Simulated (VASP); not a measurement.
Crystal: Te.

```
Te
1.0
     0.00000    3.30955    3.30955
     3.30955    0.00000    3.30955
     3.30955    3.30955    0.00000
Te
2
Direct
  0.87500 0.87500 0.87500
  0.12500 0.12500 0.12500
```

This isn't the form of Te at room conditions, which is trigonal, of chains.

| Item | Value |
| --- | --- |
| Program | VASP 6.6.1 |
| Task | relaxation of cell and atoms |
| Functional | PBE |
| Potentials or basis | VASP PAW PBE potentials, release 64 (Te) |
| Cutoff | 600 eV |
| k mesh | 10 × 10 × 10 |
| Occupations | fermi-dirac, width 0.1 eV |
| Spin | no spin polarisation |

At the start: pressure 11.1 GPa; volume 36.25 Å³/atom.

Q: Where does the relaxation end?

A: Over 5 steps the energy falls by 282.2 meV/atom and the volume is 46.35 Å³/atom (+27.9 %); space group Fd-3m (No. 227, to 0.1 Å) before and after.

The path:
```
step  energy change (eV)  largest force (eV/Å)  pressure (GPa)  volume (Å³)
   1              0.0000                0.0000           11.13        72.50
   2             -0.4957                0.0000           -2.10       102.26
   3             -0.5644                0.0000            0.10        92.36
   4             -0.5645                0.0000           -0.03        92.79
   5             -0.5645                0.0000            0.00        92.69
```

Final structure:
```
Te
1.0
     0.00000    3.59202    3.59202
     3.59202    0.00000    3.59202
     3.59202    3.59202    0.00000
Te
2
Direct
  0.87500 0.87500 0.87500
  0.12500 0.12500 0.12500
```

Caveat: the volume moved by over 15 % at a fixed basis, so the end points are rough.
